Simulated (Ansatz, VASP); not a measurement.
Cu: VASP beside Ansatz

```
Cu
1.0
     2.56651    0.00000    0.00000
    -1.28326    2.22267    0.00000
     0.00000    0.00000   20.19110
Cu
3
Direct
  0.16667 0.33333 0.39744
  0.50000 0.00000 0.50000
  0.83333 0.66667 0.60256
```

Alike in both runs: functional PBE; k mesh 15 × 15 × 1; occupations fermi-dirac, width 0.1 eV; no spin polarisation.

Ansatz relaxed the structure, and its values are those at the end. VASP's run is a single point on that final structure, the one shown.

|  | VASP | Ansatz |
| --- | --- | --- |
| version | VASP 6.6.1 | Ansatz 0.2.0 |
| potentials or method | VASP PAW PBE potentials, release 64 (Cu) | PAW with Ansatz's default frozen-core files, scalar-relativistic |
| plane-wave cutoff (eV) | 520 | 420 |
| valence electrons in the cell | 33 | 57 |

Ansatz gave:

| Quantity | Value |
| --- | --- |
| rms of the force components (eV/Å) | 0.001 |

Question: Which values does VASP return?

Answer: rms of the force components (eV/Å): 0.010.

With one functional, cell and mesh, what is left measures potentials, basis and numerics. VASP's potentials hold 33 valence electrons a cell and Ansatz's 57, so a difference there can come from the potentials and not from the codes. Ansatz's warnings: stress scf threshold loose.
